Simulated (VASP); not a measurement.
Set up this calculation in VASP 6.6.1, as the native input.

```yaml
Task: single point
Functional: LDA
Potentials_or_basis: VASP PAW LDA potentials, release 64 (Sr_sv, Mn_pv, As)
Cutoff: 520 eV
k_mesh: 12 × 12 × 6
Occupations: gaussian, width 0.05 eV
Spin: no spin polarisation
Dipole_correction: no
Further_INCAR_settings: ALGO = Fast; EDIFF = 1e-06; NBANDS = 31
```

The structure of SrMn2As2 lies in POSCAR:

```
SrMn2As2
1.0
    3.8647221419      0.0000000000      0.0000000000
   -1.9323610710      3.3469475534      0.0000000000
    0.0000000000      0.0000000000      7.1882659168
Sr Mn As
1 2 2
Direct
    0.0000000000      0.0000000000      0.0000000000
    0.6666666667      0.3333333333      0.3928715265
    0.3333333333      0.6666666667      0.6071284735
    0.6666666667      0.3333333333      0.7147113051
    0.3333333333      0.6666666667      0.2852886949
```

One way to write it, as run:

INCAR

```
ALGO = Fast
EDIFF = 1E-6
ENCUT = 520
ISIF = 2
ISMEAR = 0
LASPH = T
LCHARG = F
LREAL = F
LWAVE = F
NBANDS = 31
NELM = 60
PREC = Accurate
SIGMA = 0.05
```

KPOINTS

```
k-points
0
Gamma
  12 12 6
```

Potentials or basis: VASP PAW LDA potentials, release 64 (Sr_sv, Mn_pv, As).

Launch:

```sh
$ cat potpaw_LDA.64/Sr_sv/POTCAR potpaw_LDA.64/Mn_pv/POTCAR potpaw_LDA.64/As/POTCAR > POTCAR
$ mpirun -np 1 vasp_std > vasp.out
```

Results of the run:

| Quantity | Value |
| --- | --- |
| Pressure | -3.3 GPa |
| Largest force | 0.635 eV/Å |
| Band gap on the k mesh | zero (bands 23 and 24 overlap by 0.37 eV) |

Caveat: the cell stands under tension; the run has no spin polarisation, though such a crystal can be magnetic.

Wall time 3.3 min on 1 thread of Intel(R) Xeon(R) 6975P-C (Granite Rapids), with other jobs on the host, peak memory 0.39 GiB.
